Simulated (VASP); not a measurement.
Write the native input for VASP 6.6.1 that does the following.

```yaml
Task: single point
Functional: PBEsol
Potentials_or_basis: VASP PAW PBE potentials, release 64 (Hf_pv)
Cutoff: 520 eV
k_mesh: 11 × 11 × 11
Occupations: fermi-dirac, width 0.1 eV
Spin: no spin polarisation
Dipole_correction: no
Further_INCAR_settings: ALGO = Normal; EDIFF = 1e-06; NBANDS = 11
```

The structure of Hf lies in POSCAR:

```
Hf
1.0
    0.0000000000      2.1630516280      2.1630516280
    2.1630516280      0.0000000000      2.1630516280
    2.1630516280      2.1630516280      0.0000000000
Hf
1
Direct
    0.0000000000      0.0000000000      0.0000000000
```

These files were run (other wordings do the same):

INCAR

```
SYSTEM = Hf
PREC = Accurate
ENCUT = 520
EDIFF = 1E-6
ISMEAR = -1
SIGMA = 0.1
LREAL = .FALSE.
LASPH = .TRUE.
NELM = 80
ALGO = Normal
ISIF = 2
LWAVE = .FALSE.
LCHARG = .FALSE.
GGA = PS
NBANDS = 11
```

KPOINTS

```
Automatic mesh
0
G
  11 11 11
  0 0 0
```

Potentials or basis: VASP PAW PBE potentials, release 64 (Hf_pv).

Launch:

```bash
$ cat potpaw_PBE.64/Hf_pv/POTCAR > POTCAR
$ mpirun -np 1 vasp_std > vasp.out
```

It gave:

* Pressure: 7.3 GPa
* Band gap on the k mesh: zero (band 5 reaches 6.72 eV, above the bottom of band 6 at 4.91 eV)

Caveat: the PAW data sets were made with another functional, which shifts forces and pressure a little; spin-orbit coupling is left out, which moves the levels of the heavy elements.

It took 19 s on 1 thread of Intel Xeon 8259CL, on a shared host, peak memory 0.11 GiB.
